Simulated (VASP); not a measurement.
# SiC (Cm) in VASP: further runs, part 2 of 3

VASP 6.6.1. Earlier steps stand in the parts before.

## (4) Single point, r2SCAN

File POSCAR:

```
SiC
1.0
    0.0000000000      2.1740000000      2.1740000000
    2.1740000000      0.0000000000      2.1740000000
    2.1740000000      2.1740000000      0.0000000000
Si C
1 1
Direct
   -0.1422995477      0.0000000000      0.0000000000
    0.7500000000      0.7500000000      0.7500000000
```

File INCAR.step1:

```
SYSTEM = SiC
  PREC = Accurate
  ENCUT = 520
  ISMEAR = 0
  SIGMA = 0.05
  LREAL = .FALSE.
  LASPH = .TRUE.
  NELM = 80
  NBANDS = 11
  GGA = PE
  ALGO = Normal
  EDIFF = 1E-4
  LWAVE = .TRUE.
  LCHARG = .FALSE.
```

File INCAR.step2:

```
SYSTEM = SiC
  PREC = Accurate
  ENCUT = 520
  EDIFF = 1E-6
  ISMEAR = 0
  SIGMA = 0.05
  LREAL = .FALSE.
  LASPH = .TRUE.
  NELM = 80
  ALGO = Normal
  ISIF = 2
  LWAVE = .FALSE.
  LCHARG = .FALSE.
  METAGGA = R2SCAN
  LMIXTAU = .TRUE.
  NBANDS = 11
  ISTART = 1
```

File KPOINTS:

```
regular mesh
0
G
  12 12 12
  0 0 0
```

Potentials or basis: VASP PAW PBE potentials, release 64 (Si, C).

Command:

```console
$ cat potpaw_PBE.64/Si/POTCAR potpaw_PBE.64/C/POTCAR > POTCAR
$ cp INCAR.step1 INCAR
$ mpirun -np 1 vasp_std > vasp.out
$ cp INCAR.step2 INCAR
$ mpirun -np 1 vasp_std > vasp.out
```

OUTCAR:

```text
SYSTEM = SiC
   PREC = Accurate
   ENCUT = 520
   EDIFF = 1E-6
   ISMEAR = 0
   LREAL = .FALSE.
   LASPH = .TRUE.
   NELM = 80
   ISIF = 2
   METAGGA = R2SCAN
   ISTART = 1

 ion  position               nearest neighbor table
   1  0.858  0.000  0.000-   2 1.55   2 1.93   2 1.93   2 2.25
   2  0.750  0.750  0.750-   1 1.55   1 1.93   1 1.93   1 2.25

  LATTYP: Found a face centered cubic cell.
 ALAT       =     4.3480000000

  Lattice vectors:

 A1 = (   0.0000000000,   2.1740000000,   2.1740000000)
 A2 = (   2.1740000000,   0.0000000000,   2.1740000000)
 A3 = (   2.1740000000,   2.1740000000,   0.0000000000)

Analysis of symmetry for initial positions (statically):
=====================================================================
 Subroutine PRICEL returns:
 Original cell was already a primitive cell.

 Routine SETGRP: Setting up the symmetry group for a
 face centered cubic supercell.

 Subroutine GETGRP returns: Found  2 space group operations
 (whereof  2 operations were pure point group operations)
 out of a pool of 48 trial point group operations.

The static configuration has the point symmetry C_1h.

Analysis of symmetry for dynamics (positions and initial velocities):
=====================================================================
 Subroutine PRICEL returns:
 Original cell was already a primitive cell.

 Routine SETGRP: Setting up the symmetry group for a
 face centered cubic supercell.

 Subroutine GETGRP returns: Found  2 space group operations
 (whereof  2 operations were pure point group operations)
 out of a pool of 48 trial point group operations.

The dynamic configuration has the point symmetry C_1h.

 Subroutine INISYM returns: Found  2 space group operations
 (whereof  2 operations are pure point group operations),
 and found     1 'primitive' translations

----------------------------------------------------------------------------------------

                                     Primitive cell

  volume of cell :      20.5498

  direct lattice vectors                    reciprocal lattice vectors
     0.000000000  2.174000000  2.174000000    -0.229990800  0.229990800  0.229990800
     2.174000000  0.000000000  2.174000000     0.229990800 -0.229990800  0.229990800
     2.174000000  2.174000000  0.000000000     0.229990800  0.229990800 -0.229990800

  length of vectors
     3.074500285  3.074500285  3.074500285     0.398355752  0.398355752  0.398355752

  position of ions in fractional coordinates (direct lattice)
     0.857700452  0.000000000  0.000000000
     0.750000000  0.750000000  0.750000000

  ion indices of the primitive-cell ions
   primitive index   ion index
                 1           1
                 2           2

----------------------------------------------------------------------------------------

 KPOINTS: regular mesh

Automatic generation of k-mesh.
 Grid dimensions read from file:
 generate k-points for:   12   12   12

 Generating k-lattice:

  Cartesian coordinates                     Fractional coordinates (reciprocal lattice)
    -0.019165900  0.019165900  0.019165900     0.083333333  0.000000000  0.000000000
     0.019165900 -0.019165900  0.019165900     0.000000000  0.083333333  0.000000000
     0.019165900  0.019165900 -0.019165900     0.000000000  0.000000000  0.083333333

  Length of vectors
     0.033196313  0.033196313  0.033196313

  Shift w.r.t. Gamma in fractional coordinates (k-lattice)
     0.000000000  0.000000000  0.000000000

 Subroutine IBZKPT returns following result:
 ===========================================

 Found    476 irreducible k-points:

 Following reciprocal coordinates:
            Coordinates               Weight
  0.000000  0.000000  0.000000      1.000000
  0.083333  0.000000  0.000000      2.000000
  0.000000  0.083333  0.000000      4.000000
  0.083333  0.083333  0.083333      2.000000
  0.166667  0.000000  0.000000      2.000000
  0.000000  0.166667  0.000000      4.000000
[... 16 lines left out ...]
  0.000000  0.166667  0.083333      4.000000
  0.083333  0.000000  0.166667      4.000000
 [... further k-points ...]
   k-points           NKPTS =    476   k-points in BZ     NKDIM =    476   number of bands    NBANDS=     11
   number of dos      NEDOS =    301   number of ions     NIONS =      2
   total plane-waves  NPLWV =  13824
   dimension x,y,z NGX =    24 NGY =   24 NGZ =   24
   dimension x,y,z NGXF=    48 NGYF=   48 NGZF=   48
   ions per type =               1   1
   NGX,Y,Z   is equivalent  to a cutoff of  12.98, 12.98, 12.98 a.u.
   NGXF,Y,Z  is equivalent  to a cutoff of  25.95, 25.95, 25.95 a.u.
 SYSTEM =  SiC
   PREC   = accura    normal or accurate (medium, high low for compatibility)
   ISTART =      1    job   : 0-new  1-cont  2-samecut
   ICHARG =      0    charge: 1-file 2-atom 10-const
   ISPIN  =      1    spin polarized calculation?
   LNONCOLLINEAR =      F non collinear calculations
   LSORBIT =      F    spin-orbit coupling
   LASPH  =      T    aspherical Exc in radial PAW
   ENCUT  =  520.0 eV  38.22 Ry    6.18 a.u.   5.72  5.72  5.72*2*pi/ulx,y,z
   NELM   =     80;   NELMIN=  2; NELMDL=  0     # of ELM steps
   EDIFF  = 0.1E-05   stopping-criterion for ELM
   LREAL  =      F    real-space projection
   EDIFFG = 0.1E-04   stopping-criterion for IOM
   NSW    =      0    number of steps for IOM
   IBRION =     -1    ionic relax: 0-MD 1-quasi-New 2-CG
   NFREE  =      0    steps in history (QN), initial steepest desc. (CG)
   ISIF   =      2    stress and relaxation
   ISYM   =      2    0-nonsym 1-usesym 2-fastsym
   POTIM  = 0.5000    time-step for ionic-motion
   TEBEG  =    0.0;   TEEND  =   0.0 temperature during run
   PSTRESS=    0.0 pullay stress
   NELECT =       8.0000    total number of electrons
   NUPDOWN=      -1.0000    fix difference up-down
   EMIN   =  10.00;   EMAX   =-10.00  energy-range for DOS
   EFERMI =   0.00;   METHOD = LEGACY
   ISMEAR =     0;   SIGMA  =   0.05  broadening in eV -4-tet -1-fermi 0-gaus
   EFERMI_NEDOS =   21; number of points for ismear=-14 and -15
   IALGO  =     38    algorithm
   IMIX   =      4    mixing-type and parameters
     AMIX     =   0.40;   BMIX     =  1.00
     AMIX_MAG =   1.60;   BMIX_MAG =  1.00
  volume/ion in A,a.u.               =      10.27        69.34
  Fermi-wavevector in a.u.,A,eV,Ry     =   1.195369  2.258920 19.441458  1.428907
  Thomas-Fermi vector in A             =   2.331336
   LORBIT       =      0    0 simple, 1 ext, 2 COOP (PROOUT), +10 PAW based schemes
   METAGGA = R2SCAN    functional components
   LHFCALC =     F    Hartree Fock is set to
   AEXX    =    0.0000 exact exchange contribution
   IVDW    =     0    specifies the selected vdW correction
   LEPSILON=     F    determine dielectric tensor
   LRPA    =     F    only Hartree local field effects (RPA)
 non-spin polarized calculation
 Gauss-broadening in eV      SIGMA  =   0.05
  energy-cutoff  :      520.00
  volume of cell :       20.55
 maximum number of plane-waves:       568
   NGX = 11   NGY = 11   NGZ = 11

 number of electron       8.0000001 magnetization

 Free energy of the ion-electron system (eV)
  ---------------------------------------------------
  ext. energy  EPLUGINS =         0.00000000
  ---------------------------------------------------
  free energy    TOTEN  =       -17.28847624 eV

  energy without entropy =      -17.28843930  energy(sigma->0) =      -17.28845777

 E-fermi :   9.2858     XC(G=0): -11.9584

 val. band max:        9.2311376933   @ k =   0.0833   0.0833   0.1667
 cond. band min:       9.3085831137   @ k =   0.0000   0.0000   0.0000
 fundamental gap:      0.0774454204
 Fermi energy:         9.2857922827

 k-point     1 :       0.0000    0.0000    0.0000
  band No.  band energies     occupation
      1      -8.2894      2.00000
      2       5.9104      2.00000
      3       8.0668      2.00000
      4       9.3086      0.51917
      5      14.1592      0.00000
      6      15.5234      0.00000
      7      16.3341      0.00000
      8      17.2668      0.00000
      9      22.9544      0.00000
     10      23.1864      0.00000
     11      23.8865      0.00000
[... 309 lines left out ...]
 k-point    24 :       0.0833    0.0000    0.1667
  band No.  band energies     occupation
      1      -7.7794      2.00000
      2       4.9594      2.00000
      3       6.7483      2.00000
      4       8.9446      2.00000
      5      14.2478      0.00000
      6      15.2688      0.00000
      7      16.7050      0.00000
      8      18.6955      0.00000
      9      20.8381      0.00000
     10      22.9822      0.00000
     11      24.7697      0.00000

 [... further k-points ...]
[... 5 lines left out ...]
  --------------------------------------------------------------------------------------
  -------------------------------------------------------------------------------------
  Total        5.9415215      2.2568925      2.2568925      3.6801026      3.3444047      3.6801049
  in kB      463.2331589    175.9595507    175.9595507    286.9207097    260.7478863    286.9208905
  external PRESSURE =     271.7174201 kB  Pullay stress =       0.0000000 kB

 VOLUME and BASIS-vectors are now :
 -----------------------------------------------------------------------------
  energy-cutoff  :      520.00
  volume of cell :       20.55
      direct lattice vectors                 reciprocal lattice vectors
     0.000000000  2.174000000  2.174000000    -0.229990800  0.229990800  0.229990800
     2.174000000  0.000000000  2.174000000     0.229990800 -0.229990800  0.229990800
     2.174000000  2.174000000  0.000000000     0.229990800  0.229990800 -0.229990800

 POSITION                                       TOTAL-FORCE (eV/Angst)
 -----------------------------------------------------------------------------------
      0.00000      1.86464      1.86464         7.319850      6.989487      6.989487
      3.26100      3.26100      3.26100        -7.319850     -6.989487     -6.989487
 -----------------------------------------------------------------------------------
    total drift:                                0.000042      0.000138      0.000138

  FREE ENERGIE OF THE ION-ELECTRON SYSTEM (eV)
  ---------------------------------------------------
  free  energy   TOTEN  =       -17.2884762351 eV

  energy  without entropy=      -17.2884393022  energy(sigma->0) =      -17.28845777
```

It took 93 s on 1 thread of Intel Xeon 6975P-C (Granite Rapids), shared host; peak memory 0.22 GiB.

Results:

```yaml
Free_energy: -17.2885 eV
Pressure: 27.2 GPa
Largest_force: 12.300 eV/Å
Band_gap_on_the_k_mesh: zero (band 4 reaches 9.31 eV, above the bottom of band 5 at 9.14 eV)
```

Forces in eV/Å, atoms in the order of the input:
```
Si   7.320  6.989  6.989
C   -7.320 -6.989 -6.989
```

Stress tensor (GPa, compression positive):
```
46.32 28.69 28.69
28.69 17.60 26.07
28.69 26.07 17.60
```

Caveat: the cell differs from its parent crystal (all Si atoms moved +0.438 Å, as atom 1 towards its neighbour atom 1 (Si) at 3.075 Å); the PAW data sets were made with another functional, which shifts forces and pressure a little.

## (5) Single point, r2SCAN

POSCAR: that of step 4 with these lines changed.

```diff
@@ -8,3 +8,3 @@
 Direct
-   -0.1422995477      0.0000000000      0.0000000000
+   -0.1016425341      0.0000000000      0.0000000000
     0.7500000000      0.7500000000      0.7500000000
```

File INCAR.step1:

```
SYSTEM = SiC
PREC     = Accurate       ! precision mode
ENCUT    = 520            ! plane-wave cutoff, eV
ISMEAR   = 0              ! smearing method
SIGMA    = 0.05           ! smearing width, eV
LREAL    = .False.        ! projectors in reciprocal space
LASPH    = .True.         ! aspherical terms in the spheres
NELM     = 80             ! most SCF steps
NBANDS   = 11             ! bands
GGA      = PE             ! functional
ALGO     = Normal         ! electronic algorithm
EDIFF    = 1E-4           ! SCF threshold, eV
LWAVE    = .True.         ! write WAVECAR
LCHARG   = .False.        ! write CHGCAR
```

File INCAR.step2:

```
SYSTEM = SiC
PREC     = Accurate       ! precision mode
ENCUT    = 520            ! plane-wave cutoff, eV
EDIFF    = 1E-7           ! SCF threshold, eV
ISMEAR   = 0              ! smearing method
SIGMA    = 0.05           ! smearing width, eV
LREAL    = .False.        ! projectors in reciprocal space
LASPH    = .True.         ! aspherical terms in the spheres
NELM     = 80             ! most SCF steps
ALGO     = Normal         ! electronic algorithm
ISIF     = 2              ! what is computed and relaxed
LWAVE    = .False.        ! write WAVECAR
LCHARG   = .False.        ! write CHGCAR
METAGGA  = R2SCAN         ! meta-GGA
LMIXTAU  = .True.       
NBANDS   = 11             ! bands
ISTART   = 1
```

File KPOINTS:

```
regular mesh
0
Gamma
  12 12 12
  0 0 0
```

Command:

```console
$ cat potpaw_PBE.64/Si/POTCAR potpaw_PBE.64/C/POTCAR > POTCAR
$ cp INCAR.step1 INCAR
$ mpirun -np 1 vasp_std > vasp.out
$ cp INCAR.step2 INCAR
$ mpirun -np 1 vasp_std > vasp.out
```

Run time: 95 s. Hardware: 1 thread of Intel Xeon 6975P-C (Granite Rapids), shared host; peak memory 0.22 GiB.

The run converged. Its results:

```
Free energy            : -18.3187 eV
Pressure               : 13.8 GPa
Largest force          : 7.577 eV/Å
Band gap on the k mesh : 0.26 eV, indirect (least direct gap 4.28 eV)
```

Forces in eV/Å, atoms in the order of the input:
```
Si   3.592  4.717  4.717
C   -3.592 -4.717 -4.717
```

Stress tensor (GPa, compression positive):
```
21.82 17.15 17.15
17.15  9.80 14.15
17.15 14.15  9.80
```

Levels at points of the mesh, in eV from the valence-band top:
| k point | band 2 | band 3 | band 4 | band 5 | band 6 | band 7 |
| --- | --- | --- | --- | --- | --- | --- |
| (0.00, 0.00, 0.00) | -2.75 | -1.12 | 0.00 | 5.32 | 6.51 | 6.75 |
| (0.50, 0.00, 0.00) | -9.24 | -3.46 | -1.96 | 4.82 | 5.39 | 7.10 |
| (0.00, 0.50, 0.00) | -9.99 | -3.32 | -1.08 | 4.25 | 5.49 | 7.85 |
| (0.50, 0.50, 0.50) | -10.84 | -2.44 | -1.33 | 4.65 | 6.37 | 7.82 |
| (0.50, 0.50, 0.00) | -9.18 | -4.97 | -3.96 | 0.37 | 3.50 | 13.53 |
| (0.00, 0.50, 0.50) | -9.39 | -4.47 | -4.01 | 0.26 | 3.24 | 13.39 |

Caveat: the cell differs from its parent crystal (all Si atoms moved +0.312 Å, as atom 1 towards its neighbour atom 1 (Si) at 3.075 Å); the PAW data sets were made with another functional, which shifts forces and pressure a little. A k mesh can miss the band edges.

[end of part 2 of 3]
